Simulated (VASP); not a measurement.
Here is a VASP 6.6.1 calculation.

File INCAR:

```
SYSTEM = Si
PREC = Accurate
ENCUT = 520
EDIFF = 1E-6
ISMEAR = 0
SIGMA = 0.01
LREAL = .False.
LASPH = .True.
NELM = 80
ALGO = Normal
ISIF = 2
LWAVE = .False.
LCHARG = .True.
LELF = .True.
LVHAR = .True.
NBANDS = 11
```

Contents of KPOINTS:

```
Automatic mesh
0
Gamma
  12 12 12
  0 0 0
```

The input POSCAR:

```
Si
1.0
    0.0000000000      2.7009841766      2.7009841766
    2.7009841766      0.0000000000      2.7009841766
    2.7009841766      2.7009841766      0.0000000000
Si
2
Direct
    0.7500000000      0.7500000000      0.7500000000
    0.5000000000      0.5000000000      0.5000000000
```

Potentials or basis: VASP PAW LDA potentials, release 64 (Si).

Command:

```console
$ cat potpaw_LDA.64/Si/POTCAR > POTCAR
$ mpirun -np 1 vasp_std > vasp.out
```

Task: What does it give for the pressure?

Result: 0.0 GPa.

Task: Predict the band gap on the k mesh.

Result: 0.44 eV, indirect (least direct gap 2.53 eV).

A k mesh can miss the band edges.
